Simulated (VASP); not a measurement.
A run of VASP 6.6.1 is set up as follows.

INCAR

```
PREC = Accurate
ENCUT = 520
EDIFF = 1E-6
ISMEAR = 0
SIGMA = 0.1
LREAL = F
LASPH = T
NELM = 60
ALGO = Normal
ISIF = 2
LWAVE = F
LCHARG = T
GGA = PE
LELF = T
LVHAR = T
NBANDS = 18
```

File KPOINTS:

```
regular mesh
0
Gamma
  10 10 10
```

The input POSCAR:

```
ScAl3
1.0
    4.0215248236      0.0000000000      0.0000000000
    0.0000000000      4.0215248236      0.0000000000
    0.0000000000      0.0000000000      4.0215248236
Sc Al
1 3
Direct
    0.0000000000      0.0000000000      0.0000000000
    0.5000000000      0.0000000000      0.5000000000
    0.0000000000      0.5000000000      0.5000000000
    0.5000000000      0.5000000000      0.0000000000
```

Potentials or basis: VASP PAW PBE potentials, release 64 (Sc_sv, Al).

Command:

```sh
$ cat potpaw_PBE.64/Sc_sv/POTCAR potpaw_PBE.64/Al/POTCAR > POTCAR
$ mpirun -np 1 vasp_std > vasp.out
```

(1) Predict the pressure.

(2) What does it give for the band gap on the k mesh?

## Answers

(1) 6.1 GPa.

(2) zero (band 10 reaches 8.80 eV, above the bottom of band 11 at 4.72 eV).
